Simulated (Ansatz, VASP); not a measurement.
**Ca2SeO in VASP and in Ansatz**

```
O Ca Se
1.0
     3.90299    0.00000    0.00000
     0.00000    3.90299    0.00000
     0.00000    0.00000    5.52569
O Ca Se
1 2 1
Cartesian
  0.0000 0.0000 0.0000
  0.0000 0.0000 2.7628
  1.9515 1.9515 0.0000
  1.9515 1.9515 2.7628
```

Alike in both runs: task single point; functional PBE; k mesh 6 × 6 × 4; no spin polarisation.

|  | VASP | Ansatz |
| --- | --- | --- |
| version | VASP 6.6.1 | Ansatz 0.2.0 |
| potentials or method | VASP PAW PBE potentials, release 64 (O, Ca_sv, Se) | plane waves, PAW |
| plane-wave cutoff (eV) | 520 | 420 |
| occupations | gaussian, width 0.01 eV | fixed |
| valence electrons in the cell | 32 | 42 |

```csv
,VASP,Ansatz,Ansatz less VASP
gap on the k mesh at the Fermi level (eV),2.07,2.08,+0.011
pressure (GPa),0.2,0.0,-0.23
```

VASP's potentials hold 32 valence electrons a cell and Ansatz's 42, so a difference there can come from the potentials and not from the codes.
